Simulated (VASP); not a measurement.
# CaScBr5 (P4/mmm) in VASP: notebook, part 2 of 2

VASP 6.6.1. The steps go on from the part before.

## (3) Relaxation of cell and atoms, PBEsol

This run uses another cell than the first one, of 33.26 Å³/atom.

INCAR reads:

```
SYSTEM = CaScBr5
PREC = Accurate
ENCUT = 600
EDIFF = 1E-6
ISMEAR = -1
SIGMA = 0.03
LREAL = .FALSE.
LASPH = .TRUE.
NELM = 100
ALGO = Normal
ISIF = 3
LWAVE = .FALSE.
LCHARG = .FALSE.
GGA = PS
IBRION = 2
NSW = 100
EDIFFG = -0.01
```

KPOINTS reads:

```
regular mesh
0
G
  4 4 2
  0 0 0
```

POSCAR reads:

```
CaScBr5
1.0
    5.1124430100      0.0000000000      0.0000000000
    0.0000000000      5.1124430100      0.0000000000
    0.0000000000      0.0000000000      8.9078444300
Ca Sc Br
1 1 5
Direct
    0.0000000000      0.0000000000      0.5000000000
    0.5000000000      0.5000000000      0.0000000000
    0.0000000000      0.0000000000      0.0000000000
    0.5000000000      0.0000000000      0.7047851500
    0.0000000000      0.5000000000      0.7047851500
    0.5000000000      0.0000000000      0.2952148500
    0.0000000000      0.5000000000      0.2952148500
```

Potentials or basis: VASP PAW PBE potentials, release 64 (Ca_sv, Sc_sv, Br).

Started as:

```console
$ cat potpaw_PBE.64/Ca_sv/POTCAR potpaw_PBE.64/Sc_sv/POTCAR potpaw_PBE.64/Br/POTCAR > POTCAR
$ mpirun -np 1 vasp_std > vasp.out
```

OUTCAR:

```text
SYSTEM = CaScBr5
   PREC = Accurate
   ENCUT = 600
   EDIFF = 1E-6
   ISMEAR = -1
   LREAL = .FALSE.
   LASPH = .TRUE.
   NELM = 100
   ISIF = 3
   GGA = PS
   IBRION = 2
   NSW = 100
   EDIFFG = -0.01

 ion  position               nearest neighbor table
   1  0.000  0.000  0.500-
   2  0.500  0.500  0.000-
   3  0.000  0.000  0.000-
   4  0.500  0.000  0.705-
   5  0.000  0.500  0.705-
   6  0.500  0.000  0.295-
   7  0.000  0.500  0.295-

  LATTYP: Found a simple tetragonal cell.
 ALAT       =     5.1124430100
 C/A-ratio  =     1.7423850814

  Lattice vectors:

 A1 = (   5.1124430100,   0.0000000000,   0.0000000000)
 A2 = (   0.0000000000,   5.1124430100,   0.0000000000)
 A3 = (   0.0000000000,   0.0000000000,   8.9078444300)

Analysis of symmetry for initial positions (statically):
=====================================================================
 Subroutine PRICEL returns:
 Original cell was already a primitive cell.

 Routine SETGRP: Setting up the symmetry group for a
 simple tetragonal supercell.

 Subroutine GETGRP returns: Found 16 space group operations
 (whereof 16 operations were pure point group operations)
[... 162 lines left out ...]
  energy without entropy =      -25.12118032  energy(sigma->0) =      -25.12215401

------------------------ aborting loop because EDIFF is reached ----------------------------------------

  FORCE on cell =-STRESS in cart. coord.  units (eV):
  Direction    XX          YY          ZZ          XY          YZ          ZX
  --------------------------------------------------------------------------------------
  -------------------------------------------------------------------------------------
  Total       -7.9190596     -7.9190596    -11.4145861      0.0000000     -0.0000000     -0.0000000
  in kB      -54.4947430    -54.4947430    -78.5490919      0.0000000     -0.0000000     -0.0000000
  external PRESSURE =     -62.5128593 kB  Pullay stress =       0.0000000 kB
[... 104 lines left out ...]
  FREE ENERGIE OF THE ION-ELECTRON SYSTEM (eV)
  ---------------------------------------------------
  free  energy   TOTEN  =       -26.5873800258 eV

  energy  without entropy=      -26.5873274179  energy(sigma->0) =      -26.58735372

[... ionic steps 4 to 8 ...]

--------------------------------------- Ionic step        9  -------------------------------------------

 number of electron      55.9999997 magnetization

------------------------ aborting loop because EDIFF is reached ----------------------------------------
[... 77 lines left out ...]
--------------------------------------- Ionic step       11  -------------------------------------------

 number of electron      55.9999998 magnetization

 Free energy of the ion-electron system (eV)
  ---------------------------------------------------
  ext. energy  EPLUGINS =         0.00000000
  ---------------------------------------------------
  free energy    TOTEN  =       -27.03172856 eV

  energy without entropy =      -27.03170016  energy(sigma->0) =      -27.03171436

 E-fermi :   3.1620     XC(G=0):  -9.4426

 val. band max:        2.9163434549   @ k =   0.5000   0.0000   0.0000
 cond. band min:       3.3877204566   @ k =   0.0000   0.0000   0.0000
 fundamental gap:      0.4713770017
 Fermi energy:         3.1619507024

 k-point     1 :       0.0000    0.0000    0.0000
  band No.  band energies     occupation
      1     -48.4610      2.00000
      2     -37.1753      2.00000
      3     -27.0917      2.00000
      4     -27.0508      2.00000
      5     -27.0508      2.00000
      6     -18.2855      2.00000
[... 455 lines left out ...]
  FREE ENERGIE OF THE ION-ELECTRON SYSTEM (eV)
  ---------------------------------------------------
  free  energy   TOTEN  =       -27.0317285614 eV

  energy  without entropy=      -27.0317001597  energy(sigma->0) =      -27.03171436

 reached required accuracy - stopping structural energy minimisation
```

It took 13 min on 1 thread of Intel Xeon 6975P-C (Granite Rapids), shared host; peak memory 0.45 GiB.

What came out:

* Free energy: -27.0317 eV
* Relaxed volume: 25.43 Å³/atom
* Relaxed cell: a = 4.897 Å, b = 4.897 Å, c = 7.424 Å, α = 90.00°, β = 90.00°, γ = 90.00°
* Space group after relaxing (to 0.1 Å): P4/mmm (No. 123)
* Energy gained by relaxing: 272.7 meV/atom
* Ionic steps: 11
* Pressure after relaxing: 0.0 GPa
* Largest force after relaxing: 0.005 eV/Å
* Band gap on the k mesh: 0.47 eV (least direct gap 0.70 eV)

Forces in eV/Å, atoms in the order of the input:
```
Ca   0.000  0.000  0.000
Sc   0.000  0.000  0.000
Br   0.000  0.000  0.000
Br   0.000  0.000 -0.005
Br   0.000  0.000 -0.005
Br   0.000  0.000  0.005
Br   0.000  0.000  0.005
```

The path:
| step | energy change (eV) | largest force (eV/Å) | pressure (GPa) | volume (Å³) |
| --- | --- | --- | --- | --- |
| 1 | 0.0000 | 0.4413 | -6.25 | 232.82 |
| 2 | -1.3305 | 0.7401 | -2.39 | 191.73 |
| 3 | -1.4643 | 0.8533 | 0.25 | 179.21 |
| 4 | -1.4656 | 0.8681 | 0.65 | 177.69 |
| 5 | -1.6547 | 0.6740 | 0.75 | 176.23 |
| 6 | -1.8695 | 0.0339 | 1.90 | 171.49 |
| 7 | -1.8821 | 0.0474 | -1.29 | 183.52 |
| 8 | -1.9069 | 0.0154 | 0.04 | 177.95 |
| 9 | -1.9069 | 0.0146 | 0.07 | 177.82 |
| 10 | -1.9080 | 0.0105 | 0.05 | 177.91 |
| 11 | -1.9086 | 0.0050 | 0.02 | 178.03 |

Final structure:
```
CELL_PARAMETERS angstrom
4.89703 0.00000 0.00000
0.00000 4.89703 0.00000
0.00000 0.00000 7.42379
ATOMIC_POSITIONS crystal
Ca 0.00000 0.00000 0.50000
Sc 0.50000 0.50000 0.00000
Br 0.00000 0.00000 0.00000
Br 0.50000 0.00000 0.73338
Br 0.00000 0.50000 0.73338
Br 0.50000 0.00000 0.26662
Br 0.00000 0.50000 0.26662
```

Levels at points of the mesh, in eV from the valence-band top:
```csv
k point,band 24,band 25,band 26,band 27,band 28,band 29,band 30,band 31,band 32,band 33
"(0.00, 0.00, 0.00)",-1.58,-1.30,-0.75,-0.72,-0.72,0.47,0.52,1.11,1.41,1.41
"(0.50, 0.00, 0.00)",-2.02,-1.89,-0.94,-0.92,0.00,0.89,1.21,1.37,1.38,1.42
"(0.50, 0.50, 0.00)",-0.86,-0.86,-0.85,-0.84,-0.03,0.67,0.73,1.19,1.19,1.28
"(0.00, 0.00, 0.50)",-1.57,-1.57,-1.42,-0.81,-0.81,0.53,0.53,1.28,1.28,1.52
"(0.50, 0.00, 0.50)",-2.70,-2.39,-1.00,-0.42,-0.35,1.07,1.07,1.23,1.31,1.37
"(0.50, 0.50, 0.50)",-1.01,-0.96,-0.48,-0.23,-0.23,0.69,0.79,1.02,1.02,1.35
```

Caveat: the volume moved by over 15 % at a fixed basis, so the end points are rough; semilocal functionals underestimate gaps, and a narrow one can read as zero; the PAW data sets were made with another functional, which shifts forces and pressure a little. A k mesh can miss the band edges.

## (4) Single point, r2SCAN+rVV10

This run uses another cell than the first one, of 26.10 Å³/atom.

POSCAR reads:

```
CaScBr5
1.0
    4.9391759508      0.0000000000      0.0000000000
    0.0000000000      4.9391759508      0.0000000000
    0.0000000000      0.0000000000      7.4881093534
Ca Sc Br
1 1 5
Direct
    0.0000000000      0.0000000000      0.5000000000
    0.5000000000      0.5000000000      0.0000000000
    0.0000000000      0.0000000000      0.0000000000
    0.5000000000      0.0000000000      0.7316771354
    0.0000000000      0.5000000000      0.7316771354
    0.5000000000      0.0000000000      0.2683228646
    0.0000000000      0.5000000000      0.2683228646
```

INCAR.step1 reads:

```
SYSTEM = CaScBr5
PREC = Accurate
ENCUT = 520
ISMEAR = -1
SIGMA = 0.03
LREAL = .False.
LASPH = .True.
NELM = 100
NBANDS = 37
GGA = PE
ALGO = Normal
EDIFF = 1E-4
LWAVE = .True.
LCHARG = .False.
```

INCAR.step2 reads:

```
SYSTEM = CaScBr5
PREC = Accurate
ENCUT = 520
EDIFF = 1E-6
ISMEAR = -1
SIGMA = 0.03
LREAL = .False.
LASPH = .True.
NELM = 100
ALGO = Normal
ISIF = 2
LWAVE = .False.
LCHARG = .False.
METAGGA = R2SCAN
LMIXTAU = .True.
LUSE_VDW = .True.
IVDW_NL = 2
BPARAM = 11.95
CPARAM = 0.0093
NBANDS = 37
ISTART = 1
```

KPOINTS reads:

```
regular mesh
0
Gamma
  6 6 4
  0 0 0
```

Started as:

```console
$ cat potpaw_PBE.64/Ca_sv/POTCAR potpaw_PBE.64/Sc_sv/POTCAR potpaw_PBE.64/Br/POTCAR > POTCAR
$ cp INCAR.step1 INCAR
$ mpirun -np 1 vasp_std > vasp.out
$ cp INCAR.step2 INCAR
$ mpirun -np 1 vasp_std > vasp.out
```

Wall time 8.7 min (1 thread of Intel Xeon 6975P-C (Granite Rapids), shared host); peak memory 0.74 GiB.

The run converged. Its results:

| Item | Value |
| --- | --- |
| Free energy | -93.4805 eV |
| Pressure | 0.1 GPa |
| Largest force | 0.004 eV/Å |
| Band gap on the k mesh | 0.62 eV (least direct gap 0.86 eV) |

Forces in eV/Å, atoms in the order of the input:
```
Ca   0.000  0.000  0.000
Sc   0.000  0.000  0.000
Br   0.000  0.000  0.000
Br   0.000  0.000 -0.004
Br   0.000  0.000 -0.004
Br   0.000  0.000  0.004
Br   0.000  0.000  0.004
```

Levels at points of the mesh, in eV from the valence-band top:
| k point | band 26 | band 27 | band 28 | band 29 | band 30 | band 31 |
| --- | --- | --- | --- | --- | --- | --- |
| (0.00, 0.00, 0.00) | -0.74 | -0.74 | -0.70 | 0.62 | 0.67 | 1.18 |
| (0.50, 0.00, 0.00) | -0.93 | -0.91 | 0.00 | 0.97 | 1.26 | 1.40 |
| (0.50, 0.50, 0.00) | -0.84 | -0.84 | -0.03 | 0.82 | 0.85 | 1.25 |
| (0.00, 0.00, 0.50) | -1.28 | -0.80 | -0.80 | 0.67 | 0.67 | 1.32 |
| (0.50, 0.00, 0.50) | -0.98 | -0.41 | -0.32 | 1.13 | 1.14 | 1.28 |
| (0.50, 0.50, 0.50) | -0.43 | -0.23 | -0.23 | 0.83 | 0.89 | 1.09 |

Caveat: semilocal functionals underestimate gaps, and a narrow one can read as zero; the PAW data sets were made with another functional, which shifts forces and pressure a little. A k mesh can miss the band edges.

## (5) Overview

```tsv
task	level	cell	k mesh	cutoff (eV)	gap on the mesh (eV)	pressure (GPa)	largest force (eV/Å)
single point	PBEsol	a = 4.895, b = 4.895, c = 7.419 Å, 7 atoms, atomic positions A	4 × 4 × 2	520	0.47	0.1	0.01
relaxation of cell and atoms	PBEsol	relaxed from a = 5.112, b = 5.112, c = 8.908 Å, 7 atoms, atomic positions B	4 × 4 × 2	600	0.47	0.0	0.01
single point	r2SCAN+rVV10	a = 4.939, b = 4.939, c = 7.488 Å, 7 atoms, atomic positions C	6 × 6 × 4	520	0.62	0.1	-
```

Alike in all rows: potentials or basis VASP PAW PBE potentials, release 64 (Ca_sv, Sc_sv, Br); no spin polarisation; smearing fermi-dirac 0.03 eV.

Caveats: some runs use coarse meshes; semilocal functionals underestimate gaps, and a narrow one can read as zero; the PAW data sets were made with another functional, which shifts forces and pressure a little; the volume moved by over 15 % at a fixed basis, so the end points are rough (at least some runs).

Total energies depend on the potentials used, so only differences within one code and one set of settings carry meaning.
